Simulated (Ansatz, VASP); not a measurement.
**Two plane-wave programs on Ta2AlF3**

```
CELL_PARAMETERS angstrom
4.06281 0.00000 0.00000
0.00000 4.06281 0.00000
0.00000 0.00000 5.78575
ATOMIC_POSITIONS crystal
Ta 0.00000 0.50000 0.26791
Ta 0.50000 0.00000 0.73209
Al 0.00000 0.00000 0.50000
F 0.50000 0.50000 0.00000
F 0.00000 0.00000 0.00000
F 0.50000 0.50000 0.50000
```

Change from the starting cell: species swapped into the Li3MnAs2 type (P-4m2, No. 115).

Alike in both runs: task single point; functional PBE; k mesh 4 × 4 × 4; occupations gaussian, width 0.1 eV; collinear spin.

```csv
,VASP,Ansatz
version,VASP 6.6.1,Ansatz 0.2.0
potentials or method,"VASP PAW PBE potentials, release 64 (Ta_pv, Al, F), cutoff 520 eV","scalar-relativistic, plane waves, PAW"
valence electrons in the cell,46,50
```

Ansatz gave:

- gap on the k mesh at the Fermi level (eV): none
- pressure (GPa): 4.0
- traceless stress, the component that is largest in VASP (GPa): -4.22
- rms of the force components (eV/Å): 0.448
- net moment per atom (μB): 0.35
- size of the moment on the site where the two differ most (μB): 0.62

Problem. What did VASP give for the same quantities?

Solution. gap on the k mesh at the Fermi level (eV): none; pressure (GPa): 3.9; traceless stress, the component that is largest in VASP (GPa): -4.18; rms of the force components (eV/Å): 0.451; net moment per atom (μB): 0.35; size of the moment on the site where the two differ most (μB): 0.81.

Site moments also hang on the region over which each program counts them. Atom by atom the forces differ by 0.002 eV/Å (rms over components). A gap of «none» marks a metal or a gap that the smearing closes. VASP's potentials hold 46 valence electrons a cell and Ansatz's 50, so a difference there can come from the potentials and not from the codes.

The k mesh is coarse, so the values compare programs but aren't converged. Neither program's run includes spin-orbit coupling.
